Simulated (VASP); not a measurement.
## SrVO3: single point with PBE

Crystal: SrVO3.

```
Sr V O
1.0
     3.84090    0.00000    0.00000
     0.00000    3.84090    0.00000
     0.00000    0.00000    3.84090
Sr V O
1 1 3
Direct
  0.50000 0.50000 0.50000
  0.00000 0.00000 0.00000
  0.00000 0.00000 0.50000
  0.00000 0.50000 0.00000
  0.50000 0.00000 0.00000
```

| Item | Value |
| --- | --- |
| Program | VASP 6.6.1 |
| Task | single point |
| Functional | PBE |
| Potentials or basis | VASP PAW PBE potentials, release 64 (Sr_sv, V_sv, O) |
| Cutoff | 520 eV |
| k mesh | 10 × 10 × 10 |
| Occupations | fermi-dirac, width 0.05 eV |
| Spin | collinear spin, ferromagnetic start |
| Starting moments | [0.0, 2.0, 0.0, 0.0, 0.0] μB |
| Dipole correction | no |
| Further INCAR settings | ALGO = Normal; EDIFF = 1e-07; NBANDS = 32 |

- Pressure: 3.5 GPa
- Net moment: 0.30 μB per cell
- Site moments: Sr +0.00; V +0.29; O -0.00 μB
- Valence electrons inside the program's atomic spheres: Sr 8.02; V 11.59; O 5.05

Levels at points of the mesh, in eV from the Fermi level:
Spin up:
```tsv
k point	band 17	band 18	band 19	band 20	band 21	band 22	band 23	band 24
(0.00, 0.00, 0.00)	-3.27	-2.43	-2.43	-2.43	-1.13	-1.13	-1.13	1.19
(0.50, 0.00, 0.00)	-4.60	-4.13	-2.88	-2.88	-1.01	0.82	0.82	1.21
(0.50, 0.50, 0.00)	-4.13	-3.65	-3.65	-2.14	0.79	0.79	1.14	2.23
(0.50, 0.50, 0.50)	-5.96	-2.04	-2.04	-2.04	1.38	1.38	1.38	5.20
```
Spin down:
```csv
k point,band 16,band 17,band 18,band 19,band 20,band 21,band 22,band 23,band 24,band 25
"(0.00, 0.00, 0.00)",-3.27,-3.27,-2.43,-2.43,-2.43,-0.80,-0.80,-0.80,1.35,1.35
"(0.50, 0.00, 0.00)",-4.54,-4.54,-4.13,-2.88,-2.88,-0.67,1.10,1.10,1.37,3.65
"(0.50, 0.50, 0.00)",-5.08,-4.12,-3.64,-3.64,-2.14,1.09,1.09,1.46,2.38,5.52
"(0.50, 0.50, 0.50)",-5.89,-5.89,-2.04,-2.04,-2.04,1.69,1.69,1.69,5.21,5.21
```

Wall time 6 min on 1 thread of Intel(R) Xeon(R) Platinum 8488C (Sapphire Rapids) (shared host), peak memory 0.3 GiB.

Caveat: semilocal functionals often make such compounds metallic where correlation or magnetic order opens a gap, which also shifts bond lengths. With open d or f shells a metallic result of PBE can be an artefact of self-interaction; +U or a hybrid may open a gap.
